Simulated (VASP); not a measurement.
# BiS (Fm-3m) in VASP: further runs, part 2 of 2

VASP 6.6.1. The steps go on from the part before.

### Step 3. Single point, r2SCAN

File POSCAR:

```
BiS
1.0
    0.0000000000      2.8749210000      2.8749210000
    2.8749210000      0.0000000000      2.8749210000
    2.8749210000      2.8749210000      0.0000000000
Bi S
1 1
Direct
    0.0000000000      0.0000000000      0.0000000000
    0.5000000000      0.5000000000      0.5000000000
```

File INCAR.step1:

```
PREC = Accurate
ENCUT = 550
ISMEAR = -1
SIGMA = 0.1
LREAL = False
LASPH = True
NELM = 120
NBANDS = 18
GGA = PE
ALGO = Normal
EDIFF = 1E-5
LWAVE = True
LCHARG = False
GGA_COMPAT = False
```

File INCAR.step2:

```
PREC = Accurate
ENCUT = 550
EDIFF = 1E-6
ISMEAR = -1
SIGMA = 0.1
LREAL = False
LASPH = True
NELM = 120
ALGO = Normal
ISIF = 2
LWAVE = False
LCHARG = False
METAGGA = R2SCAN
LMIXTAU = True
NBANDS = 18
ISTART = 1
GGA_COMPAT = False
```

File KPOINTS:

```
regular mesh
0
Gamma
  5 5 5
```

Potentials or basis: VASP PAW PBE potentials, release 64 (Bi_d, S).

Run with:

```console
cat potpaw_PBE.64/Bi_d/POTCAR potpaw_PBE.64/S/POTCAR > POTCAR
cp INCAR.step1 INCAR
mpirun -np 1 vasp_std > vasp.out
cp INCAR.step2 INCAR
mpirun -np 1 vasp_std > vasp.out
```

OUTCAR:

```text
PREC = Accurate
   ENCUT = 550
   EDIFF = 1E-6
   ISMEAR = -1
   LREAL = False
   LASPH = True
   NELM = 120
   ISIF = 2
   METAGGA = R2SCAN
   ISTART = 1

 ion  position               nearest neighbor table
   1  0.000  0.000  0.000-   2 2.87   2 2.87   2 2.87   2 2.87   2 2.87   2 2.87
   2  0.500  0.500  0.500-   1 2.87   1 2.87   1 2.87   1 2.87   1 2.87   1 2.87

  LATTYP: Found a face centered cubic cell.
 ALAT       =     5.7498420000

  Lattice vectors:

 A1 = (   0.0000000000,   2.8749210000,   2.8749210000)
 A2 = (   2.8749210000,   0.0000000000,   2.8749210000)
 A3 = (   2.8749210000,   2.8749210000,   0.0000000000)

Analysis of symmetry for initial positions (statically):
=====================================================================
 Subroutine PRICEL returns:
 Original cell was already a primitive cell.

 Routine SETGRP: Setting up the symmetry group for a
 face centered cubic supercell.

 Subroutine GETGRP returns: Found 48 space group operations
 (whereof 48 operations were pure point group operations)
 out of a pool of 48 trial point group operations.

The static configuration has the point symmetry O_h .

Analysis of symmetry for dynamics (positions and initial velocities):
=====================================================================
 Subroutine PRICEL returns:
 Original cell was already a primitive cell.

 Routine SETGRP: Setting up the symmetry group for a
 face centered cubic supercell.

 Subroutine GETGRP returns: Found 48 space group operations
 (whereof 48 operations were pure point group operations)
 out of a pool of 48 trial point group operations.

The dynamic configuration has the point symmetry O_h .

 Subroutine INISYM returns: Found 48 space group operations
 (whereof 48 operations are pure point group operations),
 and found     1 'primitive' translations

----------------------------------------------------------------------------------------

                                     Primitive cell

  volume of cell :      47.5234

  direct lattice vectors                    reciprocal lattice vectors
     0.000000000  2.874921000  2.874921000    -0.173917822  0.173917822  0.173917822
     2.874921000  0.000000000  2.874921000     0.173917822 -0.173917822  0.173917822
     2.874921000  2.874921000  0.000000000     0.173917822  0.173917822 -0.173917822

  length of vectors
     4.065752269  4.065752269  4.065752269     0.301234505  0.301234505  0.301234505

  position of ions in fractional coordinates (direct lattice)
     0.000000000  0.000000000  0.000000000
     0.500000000  0.500000000  0.500000000

  ion indices of the primitive-cell ions
   primitive index   ion index
                 1           1
                 2           2

----------------------------------------------------------------------------------------

 KPOINTS: regular mesh

Automatic generation of k-mesh.
 Grid dimensions read from file:
 generate k-points for:    5    5    5

 Generating k-lattice:

  Cartesian coordinates                     Fractional coordinates (reciprocal lattice)
    -0.034783564  0.034783564  0.034783564     0.200000000  0.000000000  0.000000000
     0.034783564 -0.034783564  0.034783564     0.000000000  0.200000000  0.000000000
     0.034783564  0.034783564 -0.034783564     0.000000000  0.000000000  0.200000000

  Length of vectors
     0.060246901  0.060246901  0.060246901

  Shift w.r.t. Gamma in fractional coordinates (k-lattice)
     0.000000000  0.000000000  0.000000000

 Subroutine IBZKPT returns following result:
 ===========================================

 Found     10 irreducible k-points:

 Following reciprocal coordinates:
            Coordinates               Weight
  0.000000  0.000000  0.000000      1.000000
  0.200000  0.000000  0.000000      8.000000
  0.400000  0.000000  0.000000      8.000000
  0.200000  0.200000  0.000000      6.000000
  0.400000  0.200000  0.000000     24.000000
 -0.400000  0.200000  0.000000     24.000000
 -0.200000  0.200000  0.000000     12.000000
  0.400000  0.400000  0.000000      6.000000
 -0.400000  0.400000  0.000000     12.000000
 -0.400000  0.400000  0.200000     24.000000
   k-points           NKPTS =     10   k-points in BZ     NKDIM =     10   number of bands    NBANDS=     18
   number of dos      NEDOS =    301   number of ions     NIONS =      2
   total plane-waves  NPLWV =  32768
   dimension x,y,z NGX =    32 NGY =   32 NGZ =   32
   dimension x,y,z NGXF=    64 NGYF=   64 NGZF=   64
   ions per type =               1   1
   NGX,Y,Z   is equivalent  to a cutoff of  13.08, 13.08, 13.08 a.u.
   NGXF,Y,Z  is equivalent  to a cutoff of  26.17, 26.17, 26.17 a.u.
 SYSTEM =  unknown system
   PREC   = accura    normal or accurate (medium, high low for compatibility)
   ISTART =      1    job   : 0-new  1-cont  2-samecut
   ICHARG =      0    charge: 1-file 2-atom 10-const
   ISPIN  =      1    spin polarized calculation?
   LNONCOLLINEAR =      F non collinear calculations
   LSORBIT =      F    spin-orbit coupling
   LASPH  =      T    aspherical Exc in radial PAW
   ENCUT  =  550.0 eV  40.42 Ry    6.36 a.u.   7.77  7.77  7.77*2*pi/ulx,y,z
   NELM   =    120;   NELMIN=  2; NELMDL=  0     # of ELM steps
   EDIFF  = 0.1E-05   stopping-criterion for ELM
   LREAL  =      F    real-space projection
   EDIFFG = 0.1E-04   stopping-criterion for IOM
   NSW    =      0    number of steps for IOM
   IBRION =     -1    ionic relax: 0-MD 1-quasi-New 2-CG
   NFREE  =      0    steps in history (QN), initial steepest desc. (CG)
   ISIF   =      2    stress and relaxation
   ISYM   =      2    0-nonsym 1-usesym 2-fastsym
   POTIM  = 0.5000    time-step for ionic-motion
   TEBEG  =    0.0;   TEEND  =   0.0 temperature during run
   PSTRESS=    0.0 pullay stress
   NELECT =      21.0000    total number of electrons
   NUPDOWN=      -1.0000    fix difference up-down
   EMIN   =  10.00;   EMAX   =-10.00  energy-range for DOS
   EFERMI =   0.00;   METHOD = LEGACY
   ISMEAR =    -1;   SIGMA  =   0.10  broadening in eV -4-tet -1-fermi 0-gaus
   EFERMI_NEDOS =   21; number of points for ismear=-14 and -15
   IALGO  =     38    algorithm
   IMIX   =      4    mixing-type and parameters
     AMIX     =   0.40;   BMIX     =  1.00
     AMIX_MAG =   1.60;   BMIX_MAG =  1.00
  volume/ion in A,a.u.               =      23.76       160.35
  Fermi-wavevector in a.u.,A,eV,Ry     =   1.246939  2.356374 21.155126  1.554858
  Thomas-Fermi vector in A             =   2.381094
   LORBIT       =      0    0 simple, 1 ext, 2 COOP (PROOUT), +10 PAW based schemes
   METAGGA = R2SCAN    functional components
   LHFCALC =     F    Hartree Fock is set to
   AEXX    =    0.0000 exact exchange contribution
   IVDW    =     0    specifies the selected vdW correction
   LEPSILON=     F    determine dielectric tensor
   LRPA    =     F    only Hartree local field effects (RPA)
 non-spin polarized calculation
  energy-cutoff  :      550.00
  volume of cell :       47.52
 maximum number of plane-waves:      1411
   NGX = 15   NGY = 15   NGZ = 15

 number of electron      21.0000002 magnetization

 Free energy of the ion-electron system (eV)
  ---------------------------------------------------
  ext. energy  EPLUGINS =         0.00000000
  ---------------------------------------------------
  free energy    TOTEN  =       -66.44397719 eV

  energy without entropy =      -66.37091501  energy(sigma->0) =      -66.40744610

 E-fermi :   8.4523     XC(G=0): -11.0021

 val. band max:        8.3942502341   @ k =   0.2000   0.2000   0.0000
 cond. band min:       8.4701065081   @ k =  -0.4000   0.2000   0.0000
 fundamental gap:      0.0758562741
 Fermi energy:         8.4523465219

 k-point     1 :       0.0000    0.0000    0.0000
  band No.  band energies     occupation
      1     -16.0681      2.00000
      2     -16.0681      2.00000
      3     -16.0681      2.00000
      4     -16.0620      2.00000
      5     -16.0620      2.00000
      6      -8.3991      2.00000
[... 10 lines left out ...]
     17      16.1755      0.00000
     18      16.1987      0.00000
[... 169 lines left out ...]
 k-point    10 :      -0.4000    0.4000    0.2000
  band No.  band energies     occupation
      1     -16.1033      2.00000
      2     -16.0635      2.00000
      3     -16.0612      2.00000
      4     -16.0437      2.00000
      5     -16.0299      2.00000
      6      -6.1520      2.00000
[... 10 lines left out ...]
     17      19.2007      0.00000
     18      20.4539      0.00000

------------------------ aborting loop because EDIFF is reached ----------------------------------------

  FORCE on cell =-STRESS in cart. coord.  units (eV):
  Direction    XX          YY          ZZ          XY          YZ          ZX
  --------------------------------------------------------------------------------------
  -------------------------------------------------------------------------------------
  Total        2.1853159      2.1853159      2.1853159      0.0000000     -0.0000000     -0.0000000
  in kB       73.6744774     73.6744774     73.6744774      0.0000000     -0.0000000     -0.0000000
  external PRESSURE =      73.6744774 kB  Pullay stress =       0.0000000 kB

 VOLUME and BASIS-vectors are now :
 -----------------------------------------------------------------------------
  energy-cutoff  :      550.00
  volume of cell :       47.52
      direct lattice vectors                 reciprocal lattice vectors
     0.000000000  2.874921000  2.874921000    -0.173917822  0.173917822  0.173917822
     2.874921000  0.000000000  2.874921000     0.173917822 -0.173917822  0.173917822
     2.874921000  2.874921000  0.000000000     0.173917822  0.173917822 -0.173917822

 POSITION                                       TOTAL-FORCE (eV/Angst)
 -----------------------------------------------------------------------------------
      0.00000      0.00000      0.00000        -0.000000     -0.000000     -0.000000
      2.87492      2.87492      2.87492         0.000000      0.000000      0.000000
 -----------------------------------------------------------------------------------
    total drift:                                0.000000     -0.000000     -0.000000

  FREE ENERGIE OF THE ION-ELECTRON SYSTEM (eV)
  ---------------------------------------------------
  free  energy   TOTEN  =       -66.4439771861 eV

  energy  without entropy=      -66.3709150095  energy(sigma->0) =      -66.40744610
```

It took 39 s on 1 thread of Intel Xeon Platinum 8488C (Sapphire Rapids), shared host; peak memory 0.18 GiB.

What came out:

```
Free energy : -66.4440 eV
Pressure    : 7.4 GPa
```

Caveat: the k points lie up to 0.38 Å⁻¹ apart; the PAW data sets were made with another functional, which shifts forces and pressure a little; spin-orbit coupling is left out, which moves the levels of the heavy elements.
